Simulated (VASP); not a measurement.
A run of VASP 6.6.1 is set up as follows.

INCAR

```
ALGO = Normal
EDIFF = 1E-6
ENCUT = 520
GGA = PE
ISIF = 2
ISMEAR = 0
LASPH = True
LCHARG = True
LELF = True
LREAL = False
LVHAR = True
LWAVE = False
NBANDS = 10
NELM = 100
PREC = Accurate
SIGMA = 0.15
```

Contents of KPOINTS:

```
k-points
0
Gamma
  20 20 12
```

POSCAR

```
Al
1.0
   -1.6175102401      1.6175102401      1.6175102401
    1.6175102401     -1.6175102401      1.6175102401
    3.2350204801      3.2350204801      0.0000000000
Al
2
Direct
   -0.0285005924     -0.0285005924      0.0000000000
    0.5285005924      0.5285005924      0.5000000000
```

Potentials or basis: VASP PAW PBE potentials, release 64 (Al).

The run is started by

```bash
$ cat potpaw_PBE.64/Al/POTCAR > POTCAR
$ mpirun -np 1 vasp_std > vasp.out
```

Q: What does it give for the pressure?

A: 0.5 GPa.

Q: Estimate the largest force.

A: 0.361 eV/Å.

Q: What does it give for the band gap on the k mesh?

A: Zero (band 3 reaches 12.63 eV, above the bottom of band 4 at 3.92 eV).

Forces on the atoms (eV/Å):
```
Al   0.000  0.000  0.361
Al   0.000  0.000 -0.361
```

Caveat: the cell differs from its parent crystal (mode 1 frozen in at +0.000 Å and mode 5 at -0.092 Å (largest displacements)).
